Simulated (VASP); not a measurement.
Set up this calculation in VASP 6.6.1, as the native input.

* Task: G0W0 quasiparticle levels
* Functional: PBE
* Potentials or basis: VASP PAW PBE potentials, release 64 (B_GW, N_GW)
* Cutoff: 500 eV
* k mesh: 2 × 2 × 2
* Occupations: gaussian, width 0.01 eV
* Spin: no spin polarisation
* Dipole correction: no
* GW scheme: G0W0
* GW iterations: 1
* Cutoff of the response function: 200
* Frequency points: 48
* Empty bands: 164
* Further INCAR settings: ALGO = EVGW0; EDIFF = 1e-08; NBANDS = 168

BN:

```
B N
1.0
     0.00000    1.80800    1.80800
     1.80800    0.00000    1.80800
     1.80800    1.80800    0.00000
B N
1 1
Direct
  0.00000 0.00000 0.00000
  0.25000 0.25000 0.25000
```

These files were run (other wordings do the same):

POSCAR

```
BN
1.0
    0.0000000000      1.8080000000      1.8080000000
    1.8080000000      0.0000000000      1.8080000000
    1.8080000000      1.8080000000      0.0000000000
B N
1 1
Direct
    0.0000000000      0.0000000000      0.0000000000
    0.2500000000      0.2500000000      0.2500000000
```

INCAR.step1

```
SYSTEM = BN
PREC     = Accurate       ! precision mode
ENCUT    = 500            ! plane-wave cutoff, eV
EDIFF    = 1E-8           ! SCF threshold, eV
ISMEAR   = 0              ! smearing method
SIGMA    = 0.01           ! smearing width, eV
LREAL    = .FALSE.        ! projectors in reciprocal space
LASPH    = .TRUE.         ! aspherical terms in the spheres
NELM     = 80             ! most SCF steps
ALGO     = Normal         ! electronic algorithm
LWAVE    = .TRUE.         ! write WAVECAR
LCHARG   = .FALSE.        ! write CHGCAR
GGA      = PE             ! functional
```

INCAR.step2

```
SYSTEM = BN
PREC     = Accurate       ! precision mode
ENCUT    = 500            ! plane-wave cutoff, eV
EDIFF    = 1E-8           ! SCF threshold, eV
ISMEAR   = 0              ! smearing method
SIGMA    = 0.01           ! smearing width, eV
LREAL    = .FALSE.        ! projectors in reciprocal space
LASPH    = .TRUE.         ! aspherical terms in the spheres
NELM     = 1              ! most SCF steps
ALGO     = Exact          ! electronic algorithm
LWAVE    = .TRUE.         ! write WAVECAR
LCHARG   = .FALSE.        ! write CHGCAR
GGA      = PE             ! functional
NBANDS   = 168            ! bands
LOPTICS  = .TRUE.         ! frequency-dependent dielectric function
ISTART   = 1
```

INCAR.step3

```
SYSTEM = BN
PREC     = Accurate       ! precision mode
ENCUT    = 500            ! plane-wave cutoff, eV
EDIFF    = 1E-8           ! SCF threshold, eV
ISMEAR   = 0              ! smearing method
SIGMA    = 0.01           ! smearing width, eV
LREAL    = .FALSE.        ! projectors in reciprocal space
LASPH    = .TRUE.         ! aspherical terms in the spheres
ALGO     = EVGW0          ! electronic algorithm
LWAVE    = .FALSE.        ! write WAVECAR
LCHARG   = .FALSE.        ! write CHGCAR
GGA      = PE             ! functional
NELMGW   = 1            
NBANDS   = 168            ! bands
ENCUTGW  = 200            ! cutoff of the response function
NOMEGA   = 48             ! frequency points
PRECFOCK = Fast         
ISTART   = 1            
NBANDSGW = 12
```

KPOINTS

```
regular mesh
0
G
  2 2 2
  0 0 0
```

Potentials or basis: VASP PAW PBE potentials, release 64 (B_GW, N_GW).

Command:

```sh
$ cat potpaw_PBE.64/B_GW/POTCAR potpaw_PBE.64/N_GW/POTCAR > POTCAR
$ cp INCAR.step1 INCAR
$ mpirun -np 1 vasp_std > vasp.out
$ cp INCAR.step2 INCAR
$ mpirun -np 1 vasp_std > vasp.out
$ cp INCAR.step3 INCAR
$ mpirun -np 1 vasp_std > vasp.out
```

It gave:

```yaml
Band_gap_on_the_k_mesh_mean-field_level: 4.09 eV, indirect (least direct gap 8.39 eV)
Quasiparticle_gap: 5.22 eV
Least_direct_quasiparticle_gap: 10.23 eV
```

Caveat: the k points lie up to 1.50 Å⁻¹ apart; bands, screening cutoff and mesh are small and nothing is extrapolated, so the quasiparticle values aren't converged.

It took 6.1 s on 1 thread of Intel(R) Xeon(R) 6975P-C (Granite Rapids), with other jobs on the host, peak memory 0.12 GiB.
